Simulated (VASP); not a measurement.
A run of VASP 6.6.1:

File INCAR:

```
ALGO = Normal
EDIFF = 1E-6
ENCUT = 520
GGA = PE
ISIF = 2
ISMEAR = 0
LASPH = T
LCHARG = F
LREAL = F
LWAVE = F
NBANDS = 64
NELM = 100
PREC = Accurate
SIGMA = 0.05
```

KPOINTS

```
k-points
0
Gamma
  6 6 6
```

POSCAR

```
SnO2
1.0
    4.8496196827      0.0000000000      0.0000000000
    0.0000000000      6.1368304115      0.0000000000
    0.0000000000      0.0000000000      5.3711375050
Sn O
4 8
Direct
    0.5000000000      0.6651654903      0.7500000000
    0.0000000000      0.8348345097      0.2500000000
    0.5000000000      0.3348345097      0.2500000000
    0.0000000000      0.1651654903      0.7500000000
    0.7301204269      0.6070551965      0.0781681516
    0.2301204269      0.8929448035      0.9218318484
    0.7698795731      0.8929448035      0.5781681516
    0.2698795731      0.6070551965      0.4218318484
    0.7301204269      0.3929448035      0.5781681516
    0.2301204269      0.1070551965      0.4218318484
    0.7698795731      0.1070551965      0.0781681516
    0.2698795731      0.3929448035      0.9218318484
```

Potentials or basis: VASP PAW PBE potentials, release 64 (Sn_d, O).

Command:

```console
$ cat potpaw_PBE.64/Sn_d/POTCAR potpaw_PBE.64/O/POTCAR > POTCAR
$ mpirun -np 1 vasp_std > vasp.out
```

Hardware: 1 thread of Oxide Virtual Turin-like Processor, with other jobs on the host.

Estimate the wall time of this run.

Wall time 6.8 min on 1 thread of Oxide Virtual Turin-like Processor (shared host), peak memory 0.52 GiB. Counts: scf iterations 14, k points 64.
